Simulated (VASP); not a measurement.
# BP (b) (F-43m) in VASP: further runs

BP (b) is run at these levels: PBE; tasks: single point, relaxation of cell and atoms.

Program: VASP 6.6.1. These are calculated values, not measurements. Logs are shortened: lines on timing, memory, paths and dates and some standing lists are left out, and cuts for length are marked.

## Step 1: The cell of the first run

The structure is cubic, space group F-43m (No. 216). The conventional cell has a = 4.532 Å, b = 4.532 Å, c = 4.532 Å, α = 90.00°, β = 90.00°, γ = 90.00°. Within 2.6 Å of B (site symmetry -43m) lie 4 P at 1.96 Å. P (site symmetry -43m) has 4 B at 1.96 Å within 2.6 Å.

## Step 2: Single point, PBE

Contents of INCAR:

```
ALGO = Normal
EDIFF = 1E-6
ENCUT = 500
GGA = PE
GGA_COMPAT = False
ISIF = 2
ISMEAR = 0
LASPH = True
LCHARG = False
LREAL = False
LWAVE = False
NBANDS = 11
NELM = 120
PREC = Accurate
SIGMA = 0.1
```

Contents of KPOINTS:

```
k-points
0
Gamma
  8 8 8
```

Contents of POSCAR:

```
BP
1.0
    0.0000000000      2.2660723800      2.2660723800
    2.2660723800      0.0000000000      2.2660723800
    2.2660723800      2.2660723800      0.0000000000
B P
1 1
Direct
    0.0000000000      0.0000000000      0.0000000000
    0.2500000000      0.2500000000      0.2500000000
```

Potentials or basis: VASP PAW PBE potentials, release 64 (B, P).

Run with:

```bash
$ cat potpaw_PBE.64/B/POTCAR potpaw_PBE.64/P/POTCAR > POTCAR
$ mpirun -np 1 vasp_std > vasp.out
```

OUTCAR:

```text
EDIFF = 1E-6
   ENCUT = 500
   GGA = PE
   ISIF = 2
   ISMEAR = 0
   LASPH = True
   LREAL = False
   NELM = 120
   PREC = Accurate

 ion  position               nearest neighbor table
   1  0.000  0.000  0.000-   2 1.96   2 1.96   2 1.96   2 1.96
   2  0.250  0.250  0.250-   1 1.96   1 1.96   1 1.96   1 1.96

  LATTYP: Found a face centered cubic cell.
 ALAT       =     4.5321447600

  Lattice vectors:

 A1 = (   0.0000000000,   2.2660723800,   2.2660723800)
 A2 = (   2.2660723800,   0.0000000000,   2.2660723800)
 A3 = (   2.2660723800,   2.2660723800,   0.0000000000)

Analysis of symmetry for initial positions (statically):
=====================================================================
 Subroutine PRICEL returns:
 Original cell was already a primitive cell.

 Routine SETGRP: Setting up the symmetry group for a
 face centered cubic supercell.

 Subroutine GETGRP returns: Found 24 space group operations
 (whereof 24 operations were pure point group operations)
 out of a pool of 48 trial point group operations.

The static configuration has the point symmetry T_d .

Analysis of symmetry for dynamics (positions and initial velocities):
=====================================================================
 Subroutine PRICEL returns:
 Original cell was already a primitive cell.

 Routine SETGRP: Setting up the symmetry group for a
 face centered cubic supercell.

 Subroutine GETGRP returns: Found 24 space group operations
 (whereof 24 operations were pure point group operations)
 out of a pool of 48 trial point group operations.

The dynamic configuration has the point symmetry T_d .

 Subroutine INISYM returns: Found 24 space group operations
 (whereof 24 operations are pure point group operations),
 and found     1 'primitive' translations

----------------------------------------------------------------------------------------

                                     Primitive cell

  volume of cell :      23.2729

  direct lattice vectors                    reciprocal lattice vectors
     0.000000000  2.266072380  2.266072380    -0.220646085  0.220646085  0.220646085
     2.266072380  0.000000000  2.266072380     0.220646085 -0.220646085  0.220646085
     2.266072380  2.266072380  0.000000000     0.220646085  0.220646085 -0.220646085

  length of vectors
     3.204710293  3.204710293  3.204710293     0.382170230  0.382170230  0.382170230

  position of ions in fractional coordinates (direct lattice)
     0.000000000  0.000000000  0.000000000
     0.250000000  0.250000000  0.250000000

  ion indices of the primitive-cell ions
   primitive index   ion index
                 1           1
                 2           2

----------------------------------------------------------------------------------------

 KPOINTS: k-points

Automatic generation of k-mesh.
 Grid dimensions read from file:
 generate k-points for:    8    8    8

 Generating k-lattice:

  Cartesian coordinates                     Fractional coordinates (reciprocal lattice)
    -0.027580761  0.027580761  0.027580761     0.125000000  0.000000000  0.000000000
     0.027580761 -0.027580761  0.027580761     0.000000000  0.125000000  0.000000000
     0.027580761  0.027580761 -0.027580761     0.000000000  0.000000000  0.125000000

  Length of vectors
     0.047771279  0.047771279  0.047771279

  Shift w.r.t. Gamma in fractional coordinates (k-lattice)
     0.000000000  0.000000000  0.000000000

 Subroutine IBZKPT returns following result:
 ===========================================

 Found     29 irreducible k-points:

 Following reciprocal coordinates:
            Coordinates               Weight
  0.000000  0.000000  0.000000      1.000000
  0.125000  0.000000  0.000000      8.000000
  0.250000  0.000000  0.000000      8.000000
  0.375000  0.000000  0.000000      8.000000
  0.500000  0.000000  0.000000      4.000000
  0.125000  0.125000  0.000000      6.000000
[... 16 lines left out ...]
  0.500000  0.250000  0.125000     48.000000
 -0.375000  0.250000  0.125000     24.000000
 [... further k-points ...]
   k-points           NKPTS =     29   k-points in BZ     NKDIM =     29   number of bands    NBANDS=     11
   number of dos      NEDOS =    301   number of ions     NIONS =      2
   total plane-waves  NPLWV =  13824
   dimension x,y,z NGX =    24 NGY =   24 NGZ =   24
   dimension x,y,z NGXF=    48 NGYF=   48 NGZF=   48
   ions per type =               1   1
   NGX,Y,Z   is equivalent  to a cutoff of  12.45, 12.45, 12.45 a.u.
   NGXF,Y,Z  is equivalent  to a cutoff of  24.90, 24.90, 24.90 a.u.
 SYSTEM =  unknown system
   PREC   = accura    normal or accurate (medium, high low for compatibility)
   ISTART =      0    job   : 0-new  1-cont  2-samecut
   ICHARG =      2    charge: 1-file 2-atom 10-const
   ISPIN  =      1    spin polarized calculation?
   LNONCOLLINEAR =      F non collinear calculations
   LSORBIT =      F    spin-orbit coupling
   LASPH  =      T    aspherical Exc in radial PAW
   ENCUT  =  500.0 eV  36.75 Ry    6.06 a.u.   5.84  5.84  5.84*2*pi/ulx,y,z
   NELM   =    120;   NELMIN=  2; NELMDL= -5     # of ELM steps
   EDIFF  = 0.1E-05   stopping-criterion for ELM
   LREAL  =      F    real-space projection
   EDIFFG = 0.1E-04   stopping-criterion for IOM
   NSW    =      0    number of steps for IOM
   IBRION =     -1    ionic relax: 0-MD 1-quasi-New 2-CG
   NFREE  =      0    steps in history (QN), initial steepest desc. (CG)
   ISIF   =      2    stress and relaxation
   ISYM   =      2    0-nonsym 1-usesym 2-fastsym
   POTIM  = 0.5000    time-step for ionic-motion
   TEBEG  =    0.0;   TEEND  =   0.0 temperature during run
   PSTRESS=    0.0 pullay stress
   NELECT =       8.0000    total number of electrons
   NUPDOWN=      -1.0000    fix difference up-down
   EMIN   =  10.00;   EMAX   =-10.00  energy-range for DOS
   EFERMI =   0.00;   METHOD = LEGACY
   ISMEAR =     0;   SIGMA  =   0.10  broadening in eV -4-tet -1-fermi 0-gaus
   EFERMI_NEDOS =   21; number of points for ismear=-14 and -15
   IALGO  =     38    algorithm
   IMIX   =      4    mixing-type and parameters
     AMIX     =   0.40;   BMIX     =  1.00
     AMIX_MAG =   1.60;   BMIX_MAG =  1.00
  volume/ion in A,a.u.               =      11.64        78.53
  Fermi-wavevector in a.u.,A,eV,Ry     =   1.146800  2.167138 17.893708  1.315150
  Thomas-Fermi vector in A             =   2.283483
   LORBIT       =      0    0 simple, 1 ext, 2 COOP (PROOUT), +10 PAW based schemes
   GGA     = PE    functional components
   LHFCALC =     F    Hartree Fock is set to
   AEXX    =    0.0000 exact exchange contribution
   IVDW    =     0    specifies the selected vdW correction
   LEPSILON=     F    determine dielectric tensor
   LRPA    =     F    only Hartree local field effects (RPA)
 non-spin polarized calculation
 Gauss-broadening in eV      SIGMA  =   0.10
  energy-cutoff  :      500.00
  volume of cell :       23.27
 maximum number of plane-waves:       609
   NGX = 11   NGY = 11   NGZ = 11

 number of electron       8.0000000 magnetization

 Free energy of the ion-electron system (eV)
  ---------------------------------------------------
  ext. energy  EPLUGINS =         0.00000000
  ---------------------------------------------------
  free energy    TOTEN  =       -12.92754619 eV

  energy without entropy =      -12.92754619  energy(sigma->0) =      -12.92754619

 E-fermi :   7.9875     XC(G=0): -10.9235

 val. band max:        7.4797183525   @ k =   0.0000   0.0000   0.0000
 cond. band min:       8.7440014528   @ k =   0.3750   0.3750   0.0000
 fundamental gap:      1.2642831003
 Fermi energy:         7.9875259832

 k-point     1 :       0.0000    0.0000    0.0000
  band No.  band energies     occupation
      1      -8.0156      2.00000
      2       7.4797      2.00000
      3       7.4797      2.00000
      4       7.4797      2.00000
      5      10.8857      0.00000
      6      10.8857      0.00000
      7      10.8857      0.00000
      8      14.9131      0.00000
      9      19.0184      0.00000
     10      19.6188      0.00000
     11      19.6188      0.00000

 k-point     2 :       0.1250    0.0000    0.0000
  band No.  band energies     occupation
      1      -7.7336      2.00000
      2       5.6210      2.00000
      3       7.0502      2.00000
      4       7.0502      2.00000
      5      11.4261      0.00000
      6      11.4799      0.00000
      7      11.4799      0.00000
      8      15.6940      0.00000
      9      18.7085      0.00000
     10      18.7085      0.00000
     11      19.8558      0.00000

 k-point     3 :       0.2500    0.0000    0.0000
  band No.  band energies     occupation
      1      -6.9064      2.00000
      2       2.6216      2.00000
      3       6.3592      2.00000
      4       6.3592      2.00000
      5      11.5006      0.00000
      6      12.2508      0.00000
      7      12.2508      0.00000
      8      17.1256      0.00000
      9      18.4512      0.00000
     10      18.4512      0.00000
     11      20.5551      0.00000

 k-point     4 :       0.3750    0.0000    0.0000
  band No.  band energies     occupation
      1      -5.6397      2.00000
      2      -0.1122      2.00000
      3       5.8810      2.00000
      4       5.8810      2.00000
      5      11.3519      0.00000
      6      12.3035      0.00000
      7      12.3035      0.00000
      8      17.6611      0.00000
      9      20.1197      0.00000
     10      20.1197      0.00000
     11      21.3471      0.00000

 k-point     5 :       0.5000    0.0000    0.0000
  band No.  band energies     occupation
      1      -4.6770      2.00000
      2      -1.5817      2.00000
      3       5.7174      2.00000
      4       5.7174      2.00000
      5      11.2842      0.00000
      6      12.1954      0.00000
      7      12.1954      0.00000
      8      17.6196      0.00000
      9      22.1304      0.00000
     10      22.1304      0.00000
     11      22.3464      0.00000
[... 211 lines left out ...]
 k-point    21 :       0.5000    0.5000    0.0000
  band No.  band energies     occupation
      1      -3.1406      2.00000
      2      -1.1234      2.00000
      3       3.3511      2.00000
      4       3.3511      2.00000
      5       8.8037      0.00000
      6       9.1346      0.00000
      7      19.6398      0.00000
      8      19.6398      0.00000
      9      22.7582      0.00000
     10      24.2618      0.00000
     11      25.5069      0.00000

 k-point    22 :       0.3750    0.2500    0.1250
  band No.  band energies     occupation
      1      -6.1806      2.00000
      2       2.5384      2.00000
      3       3.6711      2.00000
      4       5.4964      2.00000
      5      10.9440      0.00000
      6      13.4951      0.00000
      7      13.7052      0.00000
      8      15.0225      0.00000
      9      19.1007      0.00000
     10      21.4009      0.00000
     11      23.1429      0.00000

 k-point    23 :       0.5000    0.2500    0.1250
  band No.  band energies     occupation
      1      -4.9448      2.00000
      2       0.3632      2.00000
      3       3.0193      2.00000
      4       4.7230      2.00000
      5      11.5879      0.00000
      6      12.9641      0.00000
      7      14.8235      0.00000
      8      15.8389      0.00000
      9      19.9267      0.00000
     10      20.9124      0.00000
     11      24.5913      0.00000

 k-point    24 :      -0.3750    0.2500    0.1250
  band No.  band energies     occupation
      1      -4.0160      2.00000
      2      -0.9930      2.00000
      3       2.9406      2.00000
      4       4.3524      2.00000
      5      11.6720      0.00000
      6      12.6916      0.00000
      7      15.8138      0.00000
      8      17.2938      0.00000
      9      17.9514      0.00000
     10      21.9259      0.00000
     11      24.3621      0.00000

 [... further k-points ...]
[... 5 lines left out ...]
  --------------------------------------------------------------------------------------
  -------------------------------------------------------------------------------------
  Total        0.2265317      0.2265317      0.2265317      0.0000000      0.0000000     -0.0000000
  in kB       15.5951031     15.5951031     15.5951031      0.0000000      0.0000000     -0.0000000
  external PRESSURE =      15.5951031 kB  Pullay stress =       0.0000000 kB

 VOLUME and BASIS-vectors are now :
 -----------------------------------------------------------------------------
  energy-cutoff  :      500.00
  volume of cell :       23.27
      direct lattice vectors                 reciprocal lattice vectors
     0.000000000  2.266072380  2.266072380    -0.220646085  0.220646085  0.220646085
     2.266072380  0.000000000  2.266072380     0.220646085 -0.220646085  0.220646085
     2.266072380  2.266072380  0.000000000     0.220646085  0.220646085 -0.220646085

 POSITION                                       TOTAL-FORCE (eV/Angst)
 -----------------------------------------------------------------------------------
      0.00000      0.00000      0.00000         0.000000      0.000000      0.000000
      1.13304      1.13304      1.13304        -0.000000     -0.000000     -0.000000
 -----------------------------------------------------------------------------------
    total drift:                                0.000000      0.000000      0.000000

  FREE ENERGIE OF THE ION-ELECTRON SYSTEM (eV)
  ---------------------------------------------------
  free  energy   TOTEN  =       -12.9275461882 eV

  energy  without entropy=      -12.9275461882  energy(sigma->0) =      -12.92754619
```

It took 10 s on 1 thread of Intel Xeon 8259CL, shared host; peak memory 0.13 GiB.

Results:

```
Free energy            : -12.9275 eV
Pressure               : 1.6 GPa
Band gap on the k mesh : 1.26 eV, indirect (least direct gap 3.41 eV)
```

A k mesh can miss the band edges.

(Part 1 of 2 ends here.)
